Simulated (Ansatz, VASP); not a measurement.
# Two plane-wave programs on NaCl

The input POSCAR:

```
NaCl
1.0
    3.5273972931      0.0000000000      0.0000000000
    0.0000000000      3.5273972931      0.0000000000
    0.0000000000      0.0000000000      3.5273972931
Na Cl
1 1
Direct
    0.0000000000      0.0000000000      0.0000000000
    0.5000000000      0.5000000000      0.5000000000
```

Contents of INCAR.step1:

```
PREC = Accurate ; ENCUT = 520
ISMEAR = 0 ; SIGMA = 0.01
LREAL = F ; LASPH = T
NELM = 60 ; NBANDS = 14
GGA = PE ; ALGO = Normal
EDIFF = 1E-4 ; LWAVE = T
LCHARG = F
```

INCAR.step2

```
PREC = Accurate ; ENCUT = 520
EDIFF = 1E-6 ; ISMEAR = 0
SIGMA = 0.01 ; LREAL = F
LASPH = T ; NELM = 60
ALGO = Normal ; ISIF = 2
LWAVE = F ; LCHARG = F
METAGGA = R2SCAN ; LMIXTAU = T
NBANDS = 14 ; ISTART = 1
```

The input KPOINTS:

```
Automatic mesh
0
Gamma
  6 6 6
```

Input for Ansatz:

```yaml
crystal:
  lattice:
    - [3.5273972931, 0.0, 0.0]
    - [0.0, 3.5273972931, 0.0]
    - [0.0, 0.0, 3.5273972931]
  atoms:
    - { symbol: Na, position: [0.0, 0.0, 0.0] }
    - { symbol: Cl, position: [0.5, 0.5, 0.5] }
kpoints:
  mp_grid: { grid: [6, 6, 6] }
hamiltonian:
  xc: r2scan
scf:
  occupations: { method: fixed }
  n_extra_bands: 4
output:
  forces: true
  stress: true
  eigenvalues: true
```

Alike in both runs: task single point; functional r2SCAN; k mesh 6 × 6 × 6; no spin polarisation.

|  | VASP | Ansatz |
| --- | --- | --- |
| version | VASP 6.6.1 | Ansatz 0.2.0 |
| potentials or method | VASP PAW PBE potentials, release 64 (Na_pv, Cl) | plane waves, PAW |
| plane-wave cutoff (eV) | 520 | 500 |
| occupations | gaussian, width 0.01 eV | fixed |
| valence electrons in the cell | 14 | 16 |

|  | VASP | Ansatz | Ansatz less VASP |
| --- | --- | --- | --- |
| gap on the k mesh at the Fermi level (eV) | 4.74 | 4.71 | -0.032 |
| pressure (GPa) | -1.7 | -1.5 | +0.22 |

VASP's potentials were made for PBE, not for r2SCAN. VASP's potentials hold 14 valence electrons a cell and Ansatz's 16, so a difference there can come from the potentials and not from the codes.
